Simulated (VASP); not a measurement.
A run of VASP 6.6.1 is set up as follows.

The input POSCAR:

```
SiGe2
1.0
    3.9976429786      0.0000000000      0.0000000000
   -1.9988214893      3.4620603747      0.0000000000
    0.0000000000      0.0000000000      9.7869898913
Si Ge
2 4
Direct
    0.0000000000      0.0000000000      0.8792597315
    0.0000000000      0.0000000000      0.1207402685
    0.6666666667      0.3333333333      0.5436619329
    0.3333333333      0.6666666667      0.2018584887
    0.6666666667      0.3333333333      0.7981415113
    0.3333333333      0.6666666667      0.4563380671
```

INCAR.step1

```
ALGO = Normal ; EDIFF = 1E-4
ENCUT = 600 ; GGA = PE
ISMEAR = -1 ; LASPH = True
LCHARG = False ; LREAL = False
LWAVE = True ; NELM = 80
PREC = Accurate ; SIGMA = 0.02
```

File INCAR.step2:

```
ALGO = Normal ; EDIFF = 1E-6
EDIFFG = -0.005 ; ENCUT = 600
IBRION = 2 ; ISIF = 3
ISMEAR = -1 ; ISTART = 1
LASPH = True ; LCHARG = False
LMIXTAU = True ; LREAL = False
LWAVE = False ; METAGGA = R2SCAN
NELM = 80 ; NSW = 80
PREC = Accurate ; SIGMA = 0.02
```

The input KPOINTS:

```
k-points
0
Gamma
  6 6 2
```

Potentials or basis: VASP PAW PBE potentials, release 64 (Si, Ge_d).

The run is started by

```sh
$ cat potpaw_PBE.64/Si/POTCAR potpaw_PBE.64/Ge_d/POTCAR > POTCAR
$ cp INCAR.step1 INCAR
$ mpirun -np 1 vasp_std > vasp.out
$ cp INCAR.step2 INCAR
$ mpirun -np 1 vasp_std > vasp.out
```

What does it give for the relaxed volume?

21.82 Å³/atom.

Estimate the band gap on the k mesh.

0.84 eV (least direct gap 1.01 eV).

What does it give for the relaxed cell?

a = 3.956 Å, b = 3.956 Å, c = 9.658 Å, α = 90.00°, β = 90.00°, γ = 120.00°.

Estimate the space group after relaxing (to 0.1 Å).

P-3m1 (No. 164).

The path:
```
step  energy change (eV)  largest force (eV/Å)  pressure (GPa)  volume (Å³)
   1              0.0000                0.0468           -2.54       135.45
   2             -0.0272                0.0988            1.52       128.55
   3             -0.0379                0.0805            0.05       130.87
   4             -0.0379                0.0798           -0.03       130.96
   5             -0.0384                0.0291           -0.04       130.95
   6             -0.0385                0.0285           -0.03       130.95
   7             -0.0386                0.0156            0.00       130.88
   8             -0.0386                0.0151           -0.01       130.88
   9             -0.0386                0.0056            0.10       130.83
  10             -0.0386                0.0074            0.01       130.84
  11             -0.0386                0.0061            0.01       130.84
  12             -0.0386                0.0063            0.02       130.84
  13             -0.0386                0.0072            0.00       130.88
  14             -0.0386                0.0075            0.07       130.87
  15             -0.0386                0.0057           -0.03       130.88
  16             -0.0386                0.0058           -0.02       130.88
  17             -0.0386                0.0061            0.00       130.87
  18             -0.0386                0.0054           -0.04       130.91
  19             -0.0386                0.0034            0.10       130.89
  20             -0.0386                0.0012           -0.05       130.90
  21             -0.0386                0.0025           -0.06       130.90
  22             -0.0386                0.0028           -0.01       130.89
```

Caveat: the PAW data sets were made with another functional, which shifts forces and pressure a little. A k mesh can miss the band edges.
